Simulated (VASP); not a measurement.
A run of VASP 6.6.1:

INCAR

```
SYSTEM = AlP
PREC = Accurate ; ENCUT = 500
EDIFF = 1E-6 ; ISMEAR = 0
SIGMA = 0.02 ; LREAL = .FALSE.
LASPH = .TRUE. ; NELM = 120
ALGO = Normal ; ISIF = 2
LWAVE = .FALSE. ; LCHARG = .FALSE.
GGA = PE ; NBANDS = 16
GGA_COMPAT = .FALSE.
```

KPOINTS

```
regular mesh
0
G
  8 6 8
  0 0 0
```

The input POSCAR:

```
AlP
1.0
    3.8937924169      0.0000000000      0.0000000000
    0.0000000000      5.5066540450      0.0000000000
    0.0000000000      0.0000000000      3.8948594176
Al P
2 2
Direct
    0.0000000000      0.0000000000      0.0000000000
    0.5000000000      0.5000000000      0.5000000000
    0.0000000000      0.2500000000      0.5000000000
    0.5000000000      0.7500000000      0.0000000000
```

Potentials or basis: VASP PAW PBE potentials, release 64 (Al, P).

The run is started by

```bash
$ cat potpaw_PBE.64/Al/POTCAR potpaw_PBE.64/P/POTCAR > POTCAR
$ mpirun -np 1 vasp_std > vasp.out
```

Hardware: 1 thread of Intel Xeon 8259CL (shared host).

Task: Estimate the wall time of this run.

Result: Run time: 120 s on 1 thread of Intel Xeon 8259CL, on a shared host, peak memory 0.25 GiB. Counts: scf iterations 13, k points 100.
